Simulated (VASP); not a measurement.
A run of VASP 6.6.1 is set up as follows.

Contents of INCAR:

```
  PREC = Accurate
  ENCUT = 520
  EDIFF = 1E-6
  ISMEAR = 0
  SIGMA = 0.1
  LREAL = F
  LASPH = T
  NELM = 150
  ALGO = Normal
  ISIF = 2
  LWAVE = F
  LCHARG = F
  ISPIN = 2
  MAGMOM = 0.81
  LORBIT = 11
  LMAXMIX = 4
  GGA = PS
  NBANDS = 15
```

File KPOINTS:

```
regular mesh
0
Gamma
  10 10 10
```

File POSCAR:

```
Ni
1.0
    0.0000000000      1.7330509437      1.7330509437
    1.7330509437      0.0000000000      1.7330509437
    1.7330509437      1.7330509437      0.0000000000
Ni
1
Direct
    0.0000000000      0.0000000000      0.0000000000
```

Potentials or basis: VASP PAW PBE potentials, release 64 (Ni).

Command:

```bash
$ cat potpaw_PBE.64/Ni/POTCAR > POTCAR
$ mpirun -np 1 vasp_std > vasp.out
```

(1) Estimate the pressure.

(2) Predict the site moments.

(3) Predict the net moment.

## Answers

(1) -0.2 GPa.

(2) Ni +0.71 μB.

(3) 0.71 μB per cell.

Caveat: the PAW data sets were made with another functional, which shifts forces and pressure a little.
